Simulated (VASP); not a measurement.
# Te2Mo in VASP: a series of runs

Te2Mo is run at these levels: PBE+D3(BJ); tasks: single point.

Everything below comes from runs of VASP 6.6.1. Logs are shortened: lines on timing, memory, paths and dates and some standing lists are left out, and cuts for length are marked.

## (1) The cell of the first run

The cell holds a slab with vacuum, 6 atoms: a = 3.504 Å, b = 3.504 Å, c = 24.768 Å, α = 90.00°, β = 90.00°, γ = 120.00°.

## (2) Single point, PBE+D3(BJ) (layers slid over each other)

The input, INCAR:

```
PREC = Accurate
ENCUT = 520
EDIFF = 1E-6
ISMEAR = 0
SIGMA = 0.05
LREAL = False
LASPH = True
NELM = 60
ALGO = Normal
ISIF = 2
LWAVE = False
LCHARG = True
LDIPOL = True
IDIPOL = 3
DIPOL = 0.5 0.5 0.416
GGA = PE
IVDW = 12
LELF = True
LVHAR = True
LVACPOTAV = True
NBANDS = 35
```

The input, KPOINTS:

```
Automatic mesh
0
Gamma
  9 9 1
```

The input, POSCAR:

```
Te2Mo
1.0
    3.5038818256      0.0000000000      0.0000000000
   -1.7519409128      3.0344506729      0.0000000000
    0.0000000000      0.0000000000     24.7677191314
Te Mo
4 2
Direct
    0.3333333333      0.6666666667      0.1816881069
    0.3333333333      0.6666666667      0.3284056769
    0.6666666667      0.6666666667      0.5032300108
    0.6666666667      0.6666666667      0.6499475808
    0.6666666667      0.3333333333      0.2550468919
    0.3333333333      1.0000000000      0.5765887958
```

Potentials or basis: VASP PAW PBE potentials, release 64 (Te, Mo_sv).

Command:

```console
$ cat potpaw_PBE.64/Te/POTCAR potpaw_PBE.64/Mo_sv/POTCAR > POTCAR
$ mpirun -np 1 vasp_std > vasp.out
```

OUTCAR:

```text
PREC = Accurate
   ENCUT = 520
   EDIFF = 1E-6
   ISMEAR = 0
   LREAL = False
   LASPH = True
   NELM = 60
   ISIF = 2
   GGA = PE
   IVDW = 12
 IVDW          = 12

 ion  position               nearest neighbor table
   1  0.333  0.667  0.182-   5 2.72   5 2.72   5 2.72   2 3.63
   2  0.333  0.667  0.328-   5 2.72   5 2.72   5 2.72   1 3.63
   3  0.667  0.667  0.503-   6 2.72   6 2.72   6 2.72   4 3.63
   4  0.667  0.667  0.650-   6 2.72   6 2.72   6 2.72   3 3.63
   5  0.667  0.333  0.255-   2 2.72   1 2.72   2 2.72   1 2.72   2 2.72   1 2.72
   6  0.333  0.000  0.577-   3 2.72   4 2.72   3 2.72   4 2.72   3 2.72   4 2.72

  LATTYP: Found a hexagonal cell.
 ALAT       =     3.5038818256
 C/A-ratio  =     7.0686513884

  Lattice vectors:

 A1 = (   3.5038818256,   0.0000000000,   0.0000000000)
 A2 = (  -1.7519409128,   3.0344506729,   0.0000000000)
 A3 = (   0.0000000000,   0.0000000000,  24.7677191314)

Analysis of symmetry for initial positions (statically):
=====================================================================
 Subroutine PRICEL returns:
 Original cell was already a primitive cell.

 Routine SETGRP: Setting up the symmetry group for a
 hexagonal supercell.

 Subroutine GETGRP returns: Found  2 space group operations
 (whereof  1 operations were pure point group operations)
 out of a pool of 24 trial point group operations.

The static configuration has the point symmetry C_1 .
 The point group associated with its full space group is S_2 .

Analysis of symmetry for dynamics (positions and initial velocities):
=====================================================================
 Subroutine PRICEL returns:
 Original cell was already a primitive cell.

 Routine SETGRP: Setting up the symmetry group for a
 hexagonal supercell.

 Subroutine GETGRP returns: Found  2 space group operations
 (whereof  1 operations were pure point group operations)
 out of a pool of 24 trial point group operations.

The dynamic configuration has the point symmetry C_1 .
 The point group associated with its full space group is S_2 .

 Subroutine INISYM returns: Found  2 space group operations
 (whereof  1 operations are pure point group operations),
 and found     1 'primitive' translations

----------------------------------------------------------------------------------------

                                     Primitive cell

  volume of cell :     263.3392

  direct lattice vectors                    reciprocal lattice vectors
     3.503881826  0.000000000  0.000000000     0.285397753  0.164774470  0.000000000
    -1.751940913  3.034450673  0.000000000     0.000000000  0.329548939  0.000000000
     0.000000000  0.000000000 24.767719131     0.000000000  0.000000000  0.040375135

  length of vectors
     3.503881826  3.503881826 24.767719131     0.329548939  0.329548939  0.040375135

  position of ions in fractional coordinates (direct lattice)
     0.333333333  0.666666667  0.181688107
     0.333333333  0.666666667  0.328405677
     0.666666667  0.666666667  0.503230011
     0.666666667  0.666666667  0.649947581
     0.666666667  0.333333333  0.255046892
     0.333333333  0.000000000  0.576588796

  ion indices of the primitive-cell ions
   primitive index   ion index
                 1           1
                 2           2
                 3           3
                 4           4
                 5           5
                 6           6

----------------------------------------------------------------------------------------

 KPOINTS: Automatic mesh

Automatic generation of k-mesh.
 Grid dimensions read from file:
 generate k-points for:    9    9    1

 Generating k-lattice:

  Cartesian coordinates                     Fractional coordinates (reciprocal lattice)
     0.031710861  0.018308274  0.000000000     0.111111111 -0.000000000  0.000000000
     0.000000000  0.036616549  0.000000000     0.000000000  0.111111111  0.000000000
     0.000000000  0.000000000  0.040375135     0.000000000  0.000000000  1.000000000

  Length of vectors
     0.036616549  0.036616549  0.040375135

  Shift w.r.t. Gamma in fractional coordinates (k-lattice)
     0.000000000  0.000000000  0.000000000

 Subroutine IBZKPT returns following result:
 ===========================================

 Found     41 irreducible k-points:

 Following reciprocal coordinates:
            Coordinates               Weight
  0.000000  0.000000  0.000000      1.000000
  0.111111  0.000000  0.000000      2.000000
  0.000000  0.111111  0.000000      2.000000
 -0.111111  0.111111  0.000000      2.000000
  0.222222  0.000000  0.000000      2.000000
  0.000000  0.222222  0.000000      2.000000
[... 16 lines left out ...]
  0.333333  0.111111  0.000000      2.000000
 -0.111111  0.444444  0.000000      2.000000
 [... further k-points ...]
   k-points           NKPTS =     41   k-points in BZ     NKDIM =     41   number of bands    NBANDS=     35
   number of dos      NEDOS =    301   number of ions     NIONS =      6
   total plane-waves  NPLWV = 150528
   dimension x,y,z NGX =    28 NGY =   28 NGZ =  192
   dimension x,y,z NGXF=    56 NGYF=   56 NGZF=  384
   ions per type =               4   2
   NGX,Y,Z   is equivalent  to a cutoff of  13.28, 13.28, 12.89 a.u.
   NGXF,Y,Z  is equivalent  to a cutoff of  26.57, 26.57, 25.77 a.u.
 SYSTEM =  unknown system
   PREC   = accura    normal or accurate (medium, high low for compatibility)
   ISTART =      0    job   : 0-new  1-cont  2-samecut
   ICHARG =      2    charge: 1-file 2-atom 10-const
   ISPIN  =      1    spin polarized calculation?
   LNONCOLLINEAR =      F non collinear calculations
   LSORBIT =      F    spin-orbit coupling
   LASPH  =      T    aspherical Exc in radial PAW
   ENCUT  =  520.0 eV  38.22 Ry    6.18 a.u.   6.51  6.51 46.05*2*pi/ulx,y,z
   NELM   =     60;   NELMIN=  2; NELMDL= -5     # of ELM steps
   EDIFF  = 0.1E-05   stopping-criterion for ELM
   LREAL  =      F    real-space projection
   EDIFFG = 0.1E-04   stopping-criterion for IOM
   NSW    =      0    number of steps for IOM
   IBRION =     -1    ionic relax: 0-MD 1-quasi-New 2-CG
   NFREE  =      0    steps in history (QN), initial steepest desc. (CG)
   ISIF   =      2    stress and relaxation
   ISYM   =      2    0-nonsym 1-usesym 2-fastsym
   POTIM  = 0.5000    time-step for ionic-motion
   TEBEG  =    0.0;   TEEND  =   0.0 temperature during run
   PSTRESS=    0.0 pullay stress
   NELECT =      52.0000    total number of electrons
   NUPDOWN=      -1.0000    fix difference up-down
   EMIN   =  10.00;   EMAX   =-10.00  energy-range for DOS
   EFERMI =   0.00;   METHOD = LEGACY
   ISMEAR =     0;   SIGMA  =   0.05  broadening in eV -4-tet -1-fermi 0-gaus
   EFERMI_NEDOS =   21; number of points for ismear=-14 and -15
   IALGO  =     38    algorithm
   IMIX   =      4    mixing-type and parameters
     AMIX     =   0.40;   BMIX     =  1.00
     AMIX_MAG =   1.60;   BMIX_MAG =  1.00
  volume/ion in A,a.u.               =      43.89       296.18
  Fermi-wavevector in a.u.,A,eV,Ry     =   0.953317  1.801508 12.365161  0.908814
  Thomas-Fermi vector in A             =   2.081961
   LORBIT       =      0    0 simple, 1 ext, 2 COOP (PROOUT), +10 PAW based schemes
   GGA     = PE    functional components
   LHFCALC =     F    Hartree Fock is set to
   AEXX    =    0.0000 exact exchange contribution
   IVDW    =    12    specifies the selected vdW correction
   LEPSILON=     F    determine dielectric tensor
   LRPA    =     F    only Hartree local field effects (RPA)
 non-spin polarized calculation
 Gauss-broadening in eV      SIGMA  =   0.05
  energy-cutoff  :      520.00
  volume of cell :      263.34
 maximum number of plane-waves:      7173
 NGX is ok and might be reduce to    28
   NGX = 13   NGY = 13   NGZ = 93

 dipolmoment           0.000000      0.000000      0.000125 electrons x Angstroem

 number of electron      51.9999999 magnetization

 dipolmoment           0.000000      0.000000     -0.000001 electrons x Angstroem

 Free energy of the ion-electron system (eV)
  ---------------------------------------------------
  ext. energy  EPLUGINS =         0.00000000
  ---------------------------------------------------
  free energy    TOTEN  =       -36.01987282 eV

  energy without entropy =      -36.01987282  energy(sigma->0) =      -36.01987282

 E-fermi :   2.6919     XC(G=0):  -6.4963

 val. band max:        2.4767477940   @ k =   0.3333   0.3333   0.0000
 cond. band min:       3.6535516010   @ k =   0.3333   0.3333   0.0000
 fundamental gap:      1.1768038070
 Fermi energy:         2.6918543906

 k-point     1 :       0.0000    0.0000    0.0000
  band No.  band energies     occupation
      1     -58.1852      2.00000
      2     -58.1852      2.00000
      3     -32.3619      2.00000
      4     -32.3619      2.00000
      5     -32.2181      2.00000
      6     -32.2181      2.00000
[... 27 lines left out ...]
     34       5.9601      0.00000
     35       6.6236      0.00000

 k-point     2 :       0.1111    0.0000    0.0000
  band No.  band energies     occupation
      1     -58.1840      2.00000
      2     -58.1840      2.00000
      3     -32.3584      2.00000
      4     -32.3584      2.00000
      5     -32.2340      2.00000
      6     -32.2340      2.00000
[... 27 lines left out ...]
     34       5.8084      0.00000
     35       6.8698      0.00000

 k-point     3 :       0.0000    0.1111    0.0000
  band No.  band energies     occupation
      1     -58.1840      2.00000
      2     -58.1840      2.00000
      3     -32.3584      2.00000
      4     -32.3584      2.00000
      5     -32.2339      2.00000
      6     -32.2339      2.00000
[... 27 lines left out ...]
     34       5.8116      0.00000
     35       6.8686      0.00000
[... 723 lines left out ...]
 k-point    23 :       0.3333    0.1111    0.0000
  band No.  band energies     occupation
      1     -58.1758      2.00000
      2     -58.1758      2.00000
      3     -32.3347      2.00000
      4     -32.3347      2.00000
      5     -32.3340      2.00000
      6     -32.3340      2.00000
[... 27 lines left out ...]
     34       6.1110      0.00000
     35       7.4681      0.00000

 k-point    24 :      -0.1111    0.4444    0.0000
  band No.  band energies     occupation
      1     -58.1758      2.00000
      2     -58.1758      2.00000
      3     -32.3345      2.00000
      4     -32.3345      2.00000
      5     -32.3341      2.00000
      6     -32.3341      2.00000
[... 27 lines left out ...]
     34       6.0411      0.00000
     35       7.3682      0.00000

 [... further k-points ...]

------------------------ aborting loop because EDIFF is reached ----------------------------------------

 Edisp (eV)   -2.63775

 E8    (eV) :    -1.2494

  FORCE on cell =-STRESS in cart. coord.  units (eV):
  Direction    XX          YY          ZZ          XY          YZ          ZX
  --------------------------------------------------------------------------------------
  -------------------------------------------------------------------------------------
  Total      -0.18863    -0.20837    -0.61762     0.00860    -0.02178     0.06554
  in kB      -1.14761    -1.26774    -3.75768     0.05230    -0.13254     0.39872
  external pressure =       -2.06 kB  Pullay stress =        0.00 kB

 VOLUME and BASIS-vectors are now :
 -----------------------------------------------------------------------------
  energy-cutoff  :      520.00
  volume of cell :      263.34
      direct lattice vectors                 reciprocal lattice vectors
     3.503881826  0.000000000  0.000000000     0.285397753  0.164774470  0.000000000
    -1.751940913  3.034450673  0.000000000     0.000000000  0.329548939  0.000000000
     0.000000000  0.000000000 24.767719131     0.000000000  0.000000000  0.040375135

 POSITION                                       TOTAL-FORCE (eV/Angst)
 -----------------------------------------------------------------------------------
     -0.00000      2.02297      4.50000         0.000017     -0.000519     -0.005726
     -0.00000      2.02297      8.13386        -0.007565      0.002592      0.112119
      1.16796      2.02297     12.46386         0.007565     -0.002592     -0.112119
      1.16796      2.02297     16.09772        -0.000017      0.000519      0.005726
      1.75194      1.01148      6.31693        -0.004483      0.002082      0.017065
      1.16796      0.00000     14.28079         0.004483     -0.002082     -0.017065
 -----------------------------------------------------------------------------------
    total drift:                               -0.000011      0.000001     -0.000010

  FREE ENERGIE OF THE ION-ELECTRON SYSTEM (eV)
  ---------------------------------------------------
  free  energy   TOTEN  =       -38.6576264791 eV

  energy  without entropy=      -38.6576264791  energy(sigma->0) =      -38.65762648

 vacuum level on the upper side and lower side of the slab         7.307         7.307
```

Run time: 7.7 min. Hardware: 1 thread of Intel Xeon 6975P-C (Granite Rapids), shared host; peak memory 0.57 GiB.

What came out:

```yaml
Free_energy: -38.6576 eV
Largest_force: 0.112 eV/Å
Band_gap_on_the_k_mesh: 1.18 eV
Dispersion_energy_per_atom: -0.440 eV
```

Forces on the atoms (eV/Å):
```
Te   0.000 -0.001 -0.006
Te  -0.008  0.003  0.112
Te   0.008 -0.003 -0.112
Te   0.000  0.001  0.006
Mo  -0.004  0.002  0.017
Mo   0.004 -0.002 -0.017
```

Caveat: the cell differs from its parent crystal (layers slid over each other); spin-orbit coupling is left out, which moves the levels of the heavy elements.

## (3) Single point, PBE+D3(BJ) (layers slid over each other)

The input, INCAR:

```
PREC     = Accurate       # precision mode
ENCUT    = 520            # plane-wave cutoff, eV
EDIFF    = 1E-6           # SCF threshold, eV
ISMEAR   = 0              # smearing method
SIGMA    = 0.05           # smearing width, eV
LREAL    = False          # projectors in reciprocal space
LASPH    = True           # aspherical terms in the spheres
NELM     = 100            # most SCF steps
ALGO     = Normal         # electronic algorithm
ISIF     = 2              # what is computed and relaxed
LWAVE    = False          # write WAVECAR
LCHARG   = True           # write CHGCAR
LDIPOL   = True         
IDIPOL   = 3            
DIPOL    = 0.5 0.5 0.392
GGA      = PE             # functional
IVDW     = 12             # dispersion correction
LELF     = True           # ELF
LVHAR    = True         
LVACPOTAV= True         
NBANDS   = 35             # bands
```

The input, KPOINTS:

```
regular mesh
0
Gamma
  9 9 1
```

The input, POSCAR:

```
Te2Mo
1.0
    3.5038818256      0.0000000000      0.0000000000
   -1.7519409128      3.0344506729      0.0000000000
    0.0000000000      0.0000000000     24.7677191314
Te Mo
4 2
Direct
    0.3333333333      0.6666666667      0.1816881069
    0.3333333333      0.6666666667      0.3284056769
    0.5000000000      0.6666666667      0.4547798490
    0.5000000000      0.6666666667      0.6014974190
    0.6666666667      0.3333333333      0.2550468919
    0.1666666667      1.0000000000      0.5281386340
```

Potentials or basis: VASP PAW PBE potentials, release 64 (Te, Mo_sv).

Command:

```console
$ cat potpaw_PBE.64/Te/POTCAR potpaw_PBE.64/Mo_sv/POTCAR > POTCAR
$ mpirun -np 1 vasp_std > vasp.out
```

Run time: 7.9 min. Hardware: 1 thread of Intel Xeon 6975P-C (Granite Rapids), shared host; peak memory 0.57 GiB.

It converged, with:

```yaml
Free_energy: -38.4000 eV
Largest_force: 0.957 eV/Å
Band_gap_on_the_k_mesh: 0.57 eV (least direct gap 1.15 eV)
Dispersion_energy_per_atom: -0.478 eV
```

Forces on the atoms (eV/Å):
```
Te   0.007 -0.006  0.019
Te  -0.278  0.012 -0.915
Te   0.278 -0.012  0.915
Te  -0.007  0.006 -0.019
Mo  -0.097  0.021 -0.167
Mo   0.097 -0.021  0.167
```

Levels at points of the mesh, in eV from the valence-band top:
```
           k point  band 24  band 25  band 26  band 27  band 28  band 29
(0.00, 0.00, 0.00)    -1.26    -1.18    -0.03     2.47     2.56     2.77
```

Caveat: the cell differs from its parent crystal (layers slid over each other); spin-orbit coupling is left out, which moves the levels of the heavy elements.

## (4) Single point, PBE+D3(BJ) (layers slid over each other)

The input, INCAR:

```
PREC = Accurate ; ENCUT = 520
EDIFF = 1E-7 ; ISMEAR = 0
SIGMA = 0.05 ; LREAL = False
LASPH = True ; NELM = 80
ALGO = Normal ; ISIF = 2
LWAVE = False ; LCHARG = False
LDIPOL = True ; IDIPOL = 3
DIPOL = 0.5 0.5 0.402 ; GGA = PE
IVDW = 12 ; NBANDS = 35
```

The input, KPOINTS:

```
Automatic mesh
0
Gamma
  9 9 1
```

The input, POSCAR:

```
Te2Mo
1.0
    3.5038818256      0.0000000000      0.0000000000
   -1.7519409128      3.0344506729      0.0000000000
    0.0000000000      0.0000000000     24.7677191314
Te Mo
4 2
Direct
    0.3333333333      0.6666666667      0.1816881069
    0.3333333333      0.6666666667      0.3284056769
    0.5000000000      0.6666666667      0.4757749191
    0.5000000000      0.6666666667      0.6224924891
    0.6666666667      0.3333333333      0.2550468919
    0.1666666667      1.0000000000      0.5491337041
```

Command:

```console
$ cat potpaw_PBE.64/Te/POTCAR potpaw_PBE.64/Mo_sv/POTCAR > POTCAR
$ mpirun -np 1 vasp_std > vasp.out
```

It took 6.9 min on 1 thread of Intel Xeon Platinum 8488C (Sapphire Rapids), shared host; peak memory 0.57 GiB.

Results (log left out):

```
Free energy                : -38.6650 eV
Largest force              : 0.130 eV/Å
Band gap on the k mesh     : 1.11 eV (least direct gap 1.17 eV)
Dispersion energy per atom : -0.459 eV
```

Forces on the atoms (eV/Å):
```
Te   0.002 -0.001  0.003
Te  -0.063  0.004 -0.113
Te   0.063 -0.004  0.113
Te  -0.002  0.001 -0.003
Mo  -0.027  0.005 -0.032
Mo   0.027 -0.005  0.032
```

Levels at points of the mesh, in eV from the valence-band top:
```csv
k point,band 24,band 25,band 26,band 27,band 28,band 29
"(0.00, 0.00, 0.00)",-0.83,-0.73,-0.12,3.12,3.15,3.21
```

Caveat: the cell differs from its parent crystal (layers slid over each other); spin-orbit coupling is left out, which moves the levels of the heavy elements.

## (5) Single point, PBE+D3(BJ) (layers slid over each other)

The input, INCAR:

```
ALGO = Normal
DIPOL = 0.5 0.5 0.416
EDIFF = 1E-6
ENCUT = 520
GGA = PE
IDIPOL = 3
ISIF = 2
ISMEAR = 0
IVDW = 12
LASPH = True
LCHARG = False
LDIPOL = True
LREAL = False
LWAVE = False
NBANDS = 35
NELM = 100
PREC = Accurate
SIGMA = 0.05
```

The input, KPOINTS:

```
k-points
0
Gamma
  9 9 1
```

The input, POSCAR:

```
Te2Mo
1.0
    3.5038818256      0.0000000000      0.0000000000
   -1.7519409128      3.0344506729      0.0000000000
    0.0000000000      0.0000000000     24.7677191314
Te Mo
4 2
Direct
    0.3333333333      0.6666666667      0.1816881069
    0.3333333333      0.6666666667      0.3284056769
    0.5000000000      0.6666666667      0.5032300108
    0.5000000000      0.6666666667      0.6499475808
    0.6666666667      0.3333333333      0.2550468919
    0.1666666667      1.0000000000      0.5765887958
```

Command:

```console
$ cat potpaw_PBE.64/Te/POTCAR potpaw_PBE.64/Mo_sv/POTCAR > POTCAR
$ mpirun -np 1 vasp_std > vasp.out
```

Wall time 7.8 min (1 thread of Intel Xeon Platinum 8488C (Sapphire Rapids), shared host); peak memory 0.58 GiB.

The run converged. Its results:

```
Free energy                : -38.6500 eV
Largest force              : 0.094 eV/Å
Band gap on the k mesh     : 1.18 eV
Dispersion energy per atom : -0.440 eV
```

Forces on the atoms (eV/Å):
```
Te   0.000  0.000 -0.005
Te  -0.008  0.001  0.094
Te   0.008 -0.001 -0.094
Te   0.000  0.000  0.005
Mo  -0.005  0.001  0.011
Mo   0.005 -0.001 -0.011
```

Levels at points of the mesh, in eV from the valence-band top:
```
           k point  band 24  band 25  band 26  band 27  band 28  band 29
(0.00, 0.00, 0.00)    -0.82    -0.68    -0.39     3.19     3.19     3.21
```

Caveat: the cell differs from its parent crystal (layers slid over each other); spin-orbit coupling is left out, which moves the levels of the heavy elements.

## (6) The runs side by side

```csv
cell,gap on the mesh (eV),largest force (eV/Å)
"as given, atomic positions A",1.18,0.11
"as given, atomic positions B",0.57,0.96
"as given, atomic positions C",1.11,0.13
"as given, atomic positions D",1.18,0.09
```

Alike in all rows: task single point; level PBE+D3(BJ); potentials or basis VASP PAW PBE potentials, release 64 (Te, Mo_sv); no spin polarisation; k mesh 9 × 9 × 1; cutoff (eV) 520; smearing gaussian 0.05 eV.

Caveats: spin-orbit coupling is left out, which moves the levels of the heavy elements.

Total energies depend on the potentials used, so only differences within one code and one set of settings carry meaning.
